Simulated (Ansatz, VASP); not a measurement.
# Ir: VASP beside Ansatz

```xyz
1
Lattice="0.0000 1.9197 1.8717 1.9197 0.0000 1.8717 1.9197 1.9197 0.0000" Properties=species:S:1:pos:R:3 pbc="T T T"
Ir    0.0000    0.0000    0.0000
```

Change from the starting cell: strain +0.000 along x and y, -0.025 along z, atoms carried along.

Alike in both runs: task single point; functional PBEsol; k mesh 22 × 22 × 22; occupations gaussian, width 0.15 eV; no spin polarisation.

```csv
,VASP,Ansatz
version,VASP 6.6.1,Ansatz 0.2.0
potentials or method,"VASP PAW PBE potentials, release 64 (Ir), cutoff 520 eV","scalar-relativistic, plane waves, PAW"
valence electrons in the cell,9,17
```

```csv
,VASP,Ansatz,Ansatz less VASP
gap on the k mesh at the Fermi level (eV),none,none,-
pressure (GPa),8.8,7.7,-1.14
"traceless stress, the component that is largest in VASP (GPa)",6.66,6.67,+0.014
```

VASP's potentials were made for PBE, not for PBEsol. A gap of «none» marks a metal or a gap that the smearing closes. VASP's potentials hold 9 valence electrons a cell and Ansatz's 17, so a difference there can come from the potentials and not from the codes.

Neither program's run includes spin-orbit coupling.
